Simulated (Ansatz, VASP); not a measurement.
Two plane-wave programs on CdSe

```
Cd Se
1.0
     0.00000    3.04092    3.04092
     3.04092    0.00000    3.04092
     3.04092    3.04092    0.00000
Cd Se
1 1
Direct
  0.00000 0.00000 0.00000
  0.25000 0.25000 0.25000
```

Alike in both runs: task single point; functional PBEsol; k mesh 6 × 6 × 6; occupations gaussian, width 0.02 eV; no spin polarisation.

|  | VASP | Ansatz |
| --- | --- | --- |
| version | VASP 6.6.1 | Ansatz 0.2.0 |
| potentials or method | VASP PAW PBE potentials, release 64 (Cd, Se), cutoff 500 eV | scalar-relativistic, plane waves, PAW |
| valence electrons in the cell | 18 | 36 |

```tsv
	VASP	Ansatz	Ansatz less VASP
gap on the k mesh at the Fermi level (eV)	0.48	0.48	-0.003
least direct gap on the mesh (eV)	0.48	0.48	-0.003
pressure (GPa)	0.3	0.0	-0.33
```

VASP's potentials were made for PBE, not for PBEsol, and Ansatz warns of the same on its side. VASP's potentials hold 18 valence electrons a cell and Ansatz's 36, so a difference there can come from the potentials and not from the codes.
